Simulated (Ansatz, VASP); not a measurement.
HfMoSe4 in VASP and in Ansatz

```
Hf Mo Se
1.0
     4.53428    0.00000    0.00000
     0.00000    4.53428    0.00000
     0.00000    0.00000    6.42021
Hf Mo Se
1 1 4
Cartesian
  0.0000 0.0000 0.0000
  2.2671 2.2671 3.2101
  2.2671 0.0000 4.7883
  0.0000 2.2671 1.6319
  2.2671 0.0000 1.6319
  0.0000 2.2671 4.7883
```

Change from the starting cell: species swapped into the GdYH4 type (P4/mmm, No. 123).

Alike in both runs: task single point; functional PBE; k mesh 4 × 4 × 4; occupations gaussian, width 0.1 eV; collinear spin.

|  | VASP | Ansatz |
| --- | --- | --- |
| version | VASP 6.6.1 | Ansatz 0.2.0 |
| potentials or method | VASP PAW PBE potentials, release 64 (Hf_pv, Mo_sv, Se), cutoff 520 eV | scalar-relativistic, plane waves, PAW |
| valence electrons in the cell | 48 | 104 |

```csv
,VASP,Ansatz,Ansatz less VASP
gap on the k mesh at the Fermi level (eV),none,none,-
pressure (GPa),0.1,0.3,+0.15
"traceless stress, the component that is largest in VASP (GPa)",0.23,0.23,+0.001
rms of the force components (eV/Å),0.132,0.147,+0.0149
net moment per atom (μB),0.31,0.31,0.000
size of the moment on the site where the two differ most (μB),1.60,1.46,-0.140
```

Site moments also hang on the region over which each program counts them. Atom by atom the forces differ by 0.015 eV/Å (rms over components). A gap of «none» marks a metal or a gap that the smearing closes. VASP's potentials hold 48 valence electrons a cell and Ansatz's 104, so a difference there can come from the potentials and not from the codes.

Spin-orbit coupling is off throughout.
